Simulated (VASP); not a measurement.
Be4NiGe: single point with LDA

Crystal: Be4NiGe.

```
CELL_PARAMETERS angstrom
0.00000 3.06591 3.06591
3.06591 0.00000 3.06591
3.06591 3.06591 0.00000
ATOMIC_POSITIONS crystal
Be 0.37674 0.37674 0.37674
Be 0.86979 0.37674 0.37674
Be 0.37674 0.37674 0.86979
Be 0.37674 0.86979 0.37674
Ni 0.75000 0.75000 0.75000
Ge 0.00000 0.00000 0.00000
```

| Property | Result |
| --- | --- |
| Program | VASP 6.6.1 |
| Task | single point |
| Functional | LDA |
| Potentials or basis | VASP PAW LDA potentials, release 64 (Be, Ni, Ge_d) |
| Cutoff | 520 eV |
| k mesh | 4 × 4 × 4 |
| Occupations | gaussian, width 0.1 eV |
| Spin | collinear spin, ferromagnetic start |
| Starting moments | [0.0, 0.0, 0.0, 0.0, 1.5, 0.0] μB |

```yaml
Pressure: -6.0 GPa
Largest_force: 0.035 eV/Å
Band_gap_on_the_k_mesh: 0.29 eV (least direct gap 0.32 eV)
Net_moment: 0.00 μB per cell
Valence_electrons_inside_the_program's_atomic_spheres: Be 1.13; Ni 9.33; Ge 12.44
```

Forces in eV/Å, atoms in the order of the input:
```
Be   0.020  0.020  0.020
Be   0.020 -0.020 -0.020
Be  -0.020 -0.020  0.020
Be  -0.020  0.020 -0.020
Ni   0.000  0.000  0.000
Ge   0.000  0.000  0.000
```

Levels at points of the mesh, in eV from the valence-band top:
Spin up:
```csv
k point,band 14,band 15,band 16,band 17,band 18,band 19
"(0.00, 0.00, 0.00)",-1.13,-1.13,-1.13,0.72,0.72,0.72
"(0.50, 0.00, 0.00)",-2.47,-2.47,-0.12,0.29,0.29,3.68
"(0.50, 0.50, 0.00)",-2.52,-1.80,-1.23,3.79,4.36,5.02
```
Spin down:
```
           k point  band 12  band 13  band 14  band 15  band 16  band 17  band 18  band 19  band 20  band 21
(0.00, 0.00, 0.00)    -3.09    -1.32    -1.13    -1.13    -1.13     0.72     0.72     0.72     2.52     2.52
(0.50, 0.00, 0.00)    -2.72    -2.72    -2.47    -2.47    -0.12     0.29     0.29     3.68     4.58     4.58
(0.50, 0.50, 0.00)    -2.63    -2.52    -2.52    -1.80    -1.23     3.79     4.36     5.02     5.02     6.07
```

Wall time 41 s on 1 thread of AMD EPYC 7R43 64-Core Processor (Zen 3), on a shared host, peak memory 0.14 GiB.

Caveat: the k points lie up to 0.44 Å⁻¹ apart. A k mesh can miss the band edges.
